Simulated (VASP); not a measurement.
# Rh (P6_3/mmc) in VASP: notebook

Aim: see how the results for Rh move with the level of theory and the settings. Levels: PBEsol, HSE06. Tasks: single point.

Everything below comes from runs of VASP 6.6.1. Logs are shortened: lines on timing, memory, paths and dates and some standing lists are left out, and cuts for length are marked.

### Step 1. The cell of the first run

Symmetry: P6_3/mmc, No. 194, hexagonal system. The conventional cell has a = 2.731 Å, b = 2.731 Å, c = 4.428 Å, α = 90.00°, β = 90.00°, γ = 120.00°. Within 3.6 Å of Rh (site symmetry -6m2) lie 12 Rh at 2.72 to 2.73 Å.

This isn't the form of Rh at room conditions, which is fcc.

### Step 2. Single point, PBEsol, non-collinear spin, zero start, spin-orbit coupling

The input, INCAR:

```
SYSTEM = Rh
  PREC = Accurate
  ENCUT = 520
  EDIFF = 1E-6
  ISMEAR = -1
  SIGMA = 0.05
  LREAL = .False.
  LASPH = .True.
  NELM = 150
  ALGO = Normal
  ISIF = 2
  LWAVE = .False.
  LCHARG = .True.
  LNONCOLLINEAR = .True.
  MAGMOM = 0 0 0 0 0 0
  LORBIT = 11
  LSORBIT = .True.
  GGA_COMPAT = .False.
  LORBMOM = .True.
  LMAXMIX = 4
  GGA = PS
  LVHAR = .True.
  NBANDS = 42
```

The input, KPOINTS:

```
Automatic mesh
0
Gamma
  11 11 6
  0 0 0
```

The input, POSCAR:

```
Rh
1.0
    2.7309790422      0.0000000000      0.0000000000
   -1.3654895211      2.3650972278      0.0000000000
    0.0000000000      0.0000000000      4.4284890000
Rh
2
Direct
    0.3333333333      0.6666666667      0.2500000000
    0.6666666667      0.3333333333      0.7500000000
```

Potentials or basis: VASP PAW PBE potentials, release 64 (Rh_pv).

Launch:

```
$ cat potpaw_PBE.64/Rh_pv/POTCAR > POTCAR
$ mpirun -np 1 vasp_ncl > vasp.out
```

OUTCAR:

```text
SYSTEM = Rh
   PREC = Accurate
   ENCUT = 520
   EDIFF = 1E-6
   ISMEAR = -1
   LREAL = .False.
   LASPH = .True.
   NELM = 150
   ISIF = 2
   LNONCOLLINEAR = .True.
   LORBIT = 11
   LSORBIT = .True.
   GGA = PS

 ion  position               nearest neighbor table
   1  0.333  0.667  0.250-   2 2.72   2 2.72   2 2.72   2 2.72   2 2.72   2 2.72
   2  0.667  0.333  0.750-   1 2.72   1 2.72   1 2.72   1 2.72   1 2.72   1 2.72

  LATTYP: Found a hexagonal cell.
 ALAT       =     2.7309790422
 C/A-ratio  =     1.6215756077

  Lattice vectors:

 A1 = (   2.7309790422,   0.0000000000,   0.0000000000)
 A2 = (  -1.3654895211,   2.3650972278,   0.0000000000)
 A3 = (   0.0000000000,   0.0000000000,   4.4284890000)

Analysis of symmetry for initial positions (statically):
=====================================================================
 Subroutine PRICEL returns:
 Original cell was already a primitive cell.

 Routine SETGRP: Setting up the symmetry group for a
 hexagonal supercell.

 Subroutine GETGRP returns: Found 24 space group operations
 (whereof 12 operations were pure point group operations)
 out of a pool of 24 trial point group operations.

The static configuration has the point symmetry D_3d.
 The point group associated with its full space group is D_6h.

Analysis of symmetry for dynamics (positions and initial velocities):
=====================================================================
 Subroutine PRICEL returns:
 Original cell was already a primitive cell.

 Routine SETGRP: Setting up the symmetry group for a
 hexagonal supercell.

 Subroutine GETGRP returns: Found 24 space group operations
 (whereof 12 operations were pure point group operations)
 out of a pool of 24 trial point group operations.

The dynamic configuration has the point symmetry D_3d.
 The point group associated with its full space group is D_6h.

Analysis of structural, dynamic, and magnetic symmetry:
=====================================================================
 Subroutine PRICEL returns:
 Original cell was already a primitive cell.

 Routine SETGRP: Setting up the symmetry group for a
 hexagonal supercell.

 Subroutine GETGRP returns: Found 24 space group operations
 (whereof 12 operations were pure point group operations)
 out of a pool of 24 trial point group operations.

The overall configuration has the point symmetry D_3d.
 The point group associated with its full space group is D_6h.

 Subroutine INISYM returns: Found 24 space group operations
 (whereof 12 operations are pure point group operations),
 and found     1 'primitive' translations

----------------------------------------------------------------------------------------
[... 1258 lines left out ...]
    total drift:                                0.000000     -0.000000      0.000000

  FREE ENERGIE OF THE ION-ELECTRON SYSTEM (eV)
  ---------------------------------------------------
  free  energy   TOTEN  =       -16.4493363466 eV

  energy  without entropy=      -16.4194896507  energy(sigma->0) =      -16.43441300

 orbital moment (x)

 # of ion     p       d       tot
 ----------------------------------------
  1         0.000   0.000   0.000
  2        -0.000   0.000   0.000
 ----------------------------------------
            0.000   0.000   0.000

 orbital moment (y)

 # of ion     p       d       tot
 ----------------------------------------
  1         0.000  -0.000  -0.000
  2         0.000   0.000   0.000
 ----------------------------------------
            0.000   0.000   0.000

 orbital moment (z)

 # of ion     p       d       tot
 ----------------------------------------
  1         0.000   0.000   0.000
  2         0.000  -0.000  -0.000
 ----------------------------------------
            0.000  -0.000  -0.000

 Spin-Orbit-Coupling matrix elements

 Ion:    1  E_soc:     -0.3124922
 l=   1
     0.0000000    -0.0413635    -0.0414516
    -0.0413635     0.0000000    -0.0413635
    -0.0414516    -0.0413635     0.0000000
 l=   2
     0.0000000    -0.0022093     0.0000000    -0.0022093    -0.0088076
    -0.0022093     0.0000000    -0.0061091    -0.0022046    -0.0022093
     0.0000000    -0.0061091     0.0000000    -0.0061091     0.0000000
    -0.0022093    -0.0022046    -0.0061091     0.0000000    -0.0022093
    -0.0088076    -0.0022093     0.0000000    -0.0022093     0.0000000
 l=   3
     0.0000000     0.0000000     0.0000000     0.0000000     0.0000000     0.0000000     0.0000000
     0.0000000     0.0000000     0.0000000     0.0000000     0.0000000     0.0000000     0.0000000
     0.0000000     0.0000000     0.0000000     0.0000000     0.0000000     0.0000000     0.0000000
     0.0000000     0.0000000     0.0000000     0.0000000     0.0000000     0.0000000     0.0000000
     0.0000000     0.0000000     0.0000000     0.0000000     0.0000000     0.0000000     0.0000000
     0.0000000     0.0000000     0.0000000     0.0000000     0.0000000     0.0000000     0.0000000
     0.0000000     0.0000000     0.0000000     0.0000000     0.0000000     0.0000000     0.0000000

 Ion:    2  E_soc:     -0.3124922
 l=   1
     0.0000000    -0.0413635    -0.0414516
    -0.0413635     0.0000000    -0.0413635
    -0.0414516    -0.0413635     0.0000000
 l=   2
     0.0000000    -0.0022093     0.0000000    -0.0022093    -0.0088076
    -0.0022093     0.0000000    -0.0061091    -0.0022046    -0.0022093
     0.0000000    -0.0061091     0.0000000    -0.0061091     0.0000000
    -0.0022093    -0.0022046    -0.0061091     0.0000000    -0.0022093
    -0.0088076    -0.0022093     0.0000000    -0.0022093     0.0000000
 l=   3
     0.0000000     0.0000000     0.0000000     0.0000000     0.0000000     0.0000000     0.0000000
     0.0000000     0.0000000     0.0000000     0.0000000     0.0000000     0.0000000     0.0000000
     0.0000000     0.0000000     0.0000000     0.0000000     0.0000000     0.0000000     0.0000000
     0.0000000     0.0000000     0.0000000     0.0000000     0.0000000     0.0000000     0.0000000
     0.0000000     0.0000000     0.0000000     0.0000000     0.0000000     0.0000000     0.0000000
     0.0000000     0.0000000     0.0000000     0.0000000     0.0000000     0.0000000     0.0000000
     0.0000000     0.0000000     0.0000000     0.0000000     0.0000000     0.0000000     0.0000000

 total charge

# of ion       s       p       d       tot
------------------------------------------
    1        0.389   6.283   7.036  13.708
    2        0.389   6.283   7.036  13.708
--------------------------------------------------
tot          0.779  12.567  14.071  27.417

 magnetization (x)

# of ion       s       p       d       tot
------------------------------------------
    1        0.000   0.000   0.000   0.000
    2        0.000   0.000   0.000   0.000
--------------------------------------------------
tot          0.000   0.000   0.000   0.000

 magnetization (y)

# of ion       s       p       d       tot
------------------------------------------
    1        0.000   0.000   0.000   0.000
    2        0.000   0.000   0.000   0.000
--------------------------------------------------
tot          0.000   0.000   0.000   0.000

 magnetization (z)

# of ion       s       p       d       tot
------------------------------------------
    1        0.000   0.000   0.000   0.000
    2        0.000   0.000   0.000   0.000
--------------------------------------------------
tot          0.000   0.000   0.000   0.000
```

OSZICAR:

```text
N       E                     dE             d eps       ncg     rms          rms(c)
DAV:   1     0.384530720785E+03    0.38453E+03   -0.18252E+04  5392   0.166E+03
DAV:   2    -0.549144722733E+01   -0.39002E+03   -0.37622E+03  5478   0.529E+02
DAV:   3    -0.175874786321E+02   -0.12096E+02   -0.11838E+02  6190   0.105E+02
DAV:   4    -0.176926155129E+02   -0.10514E+00   -0.10504E+00  5910   0.958E+00
DAV:   5    -0.176943394192E+02   -0.17239E-02   -0.17238E-02  6064   0.124E+00    0.145E+01
DAV:   6    -0.164909523572E+02    0.12034E+01   -0.32626E+00  5798   0.188E+01    0.442E+00
DAV:   7    -0.164575399225E+02    0.33412E-01   -0.56032E-02  6014   0.196E+00    0.220E+00
DAV:   8    -0.164502944140E+02    0.72455E-02   -0.27383E-03  5870   0.601E-01    0.102E+00
DAV:   9    -0.164494117157E+02    0.88270E-03   -0.11317E-03  5858   0.397E-01    0.130E-01
DAV:  10    -0.164493317170E+02    0.79999E-04   -0.57866E-05  5728   0.961E-02    0.206E-02
DAV:  11    -0.164493364184E+02   -0.47014E-05   -0.20490E-06  5088   0.157E-02    0.179E-03
DAV:  12    -0.164493363466E+02    0.71806E-07   -0.11956E-07  2984   0.378E-03
   1 F= -.16449336E+02 E0= -.16434413E+02  d E =-.298467E-01  mag=     0.0000    -0.0000    -0.0000
```

stdout:

```text
POSCAR found type information on POSCAR Rh
 POSCAR found :  1 types and       2 ions
 scaLAPACK will be used
 -----------------------------------------------------------------------------
|                                                                             |
|                                                                             |
|     You enforced a specific xc type in the INCAR file but a different       |
|     I HOPE YOU KNOW WHAT YOU ARE DOING!                                     |
|                                                                             |
 -----------------------------------------------------------------------------

 LDA part: xc-table for (Slater+PW92), standard interpolation
 POSCAR, INCAR and KPOINTS ok, starting setup
 FFT: planning ... GRIDC
 FFT: planning ... GRID_SOFT
 FFT: planning ... GRID
 WAVECAR not read
 entering main loop
```

Run time: 78 s. Hardware: 1 thread of Intel Xeon 6975P-C (Granite Rapids), shared host; peak memory 0.26 GiB.

Results:

```yaml
Free_energy: -16.4493 eV
Pressure: -13.4 GPa
Net_moment: 0.00 μB per cell
Valence_electrons_inside_the_program's_atomic_spheres: Rh 13.71
```

Stress tensor (GPa, compression positive):
```
-12.93   0.00   0.00
  0.00 -12.93   0.00
  0.00   0.00 -14.24
```

Moments on the atoms (μB; x, y, z):
```
Rh  0.00 0.00 0.00
Rh  0.00 0.00 0.00
```

Caveat: the cell stands under tension; the PAW data sets were made with another functional, which shifts forces and pressure a little.

(Part 1 of 2 ends here.)
